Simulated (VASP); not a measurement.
Input of a VASP 6.6.1 run:

Contents of INCAR:

```
SYSTEM = TlPt
PREC = Accurate
ENCUT = 520
EDIFF = 1E-6
ISMEAR = 0
SIGMA = 0.1
LREAL = .FALSE.
LASPH = .TRUE.
NELM = 60
ALGO = Fast
ISIF = 2
LWAVE = .FALSE.
LCHARG = .FALSE.
GGA = PE
NBANDS = 44
```

The input KPOINTS:

```
regular mesh
0
G
  6 6 10
  0 0 0
```

File POSCAR:

```
TlPt
1.0
    6.5377368759      0.0000000000      0.0000000000
   -3.2688684380      5.6618462178      0.0000000000
    0.0000000000      0.0000000000      4.1001542233
Tl Pt
3 3
Direct
    0.5000000000      0.0000000000      0.0000000000
    0.5000000000      0.5000000000      0.0000000000
    0.0000000000      0.5000000000      0.0000000000
    0.0000000000      0.0000000000      0.0000000000
    0.3333333335      0.6666666665      0.5000000000
    0.6666666665      0.3333333335      0.5000000000
```

Potentials or basis: VASP PAW PBE potentials, release 64 (Tl_d, Pt).

Run with:

```bash
$ cat potpaw_PBE.64/Tl_d/POTCAR potpaw_PBE.64/Pt/POTCAR > POTCAR
$ mpirun -np 1 vasp_std > vasp.out
```

(1) Predict the pressure.

Results:

(1) -1.7 GPa.

Caveat: the cell differs from its parent crystal (uniaxial strain along c: +3.0 %).
